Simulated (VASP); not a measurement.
# Ba: single point with LDA

Ba:

```
Ba
1.0
    -2.37894    2.37894    2.37894
     2.37894   -2.37894    2.37894
     2.37894    2.37894   -2.37894
Ba
1
Direct
  0.00000 0.00000 0.00000
```

* Program: VASP 6.6.1
* Task: single point
* Functional: LDA
* Potentials or basis: VASP PAW LDA potentials, release 64 (Ba_sv)
* Cutoff: 520 eV
* k mesh: 15 × 15 × 15
* Occupations: fermi-dirac, width 0.1 eV
* Spin: no spin polarisation
* Dipole correction: no
* Further INCAR settings: ALGO = Normal; EDIFF = 1e-06; NBANDS = 11

* Pressure: 0.1 GPa
* Band gap on the k mesh: zero (bands 5 and 6 overlap by 1.26 eV)

Levels at points of the mesh, in eV from the Fermi level:
```
           k point  band 2  band 3  band 4  band 5  band 6  band 7  band 8  band 9
(0.00, 0.00, 0.00)  -13.43  -13.43  -13.43   -2.82    1.91    1.91    1.91    3.60
```

It took 22 s on 1 thread of Intel(R) Xeon(R) Platinum 8488C (Sapphire Rapids), on a shared host, peak memory 0.2 GiB.

Caveat: spin-orbit coupling is left out, which moves the levels of the heavy elements.
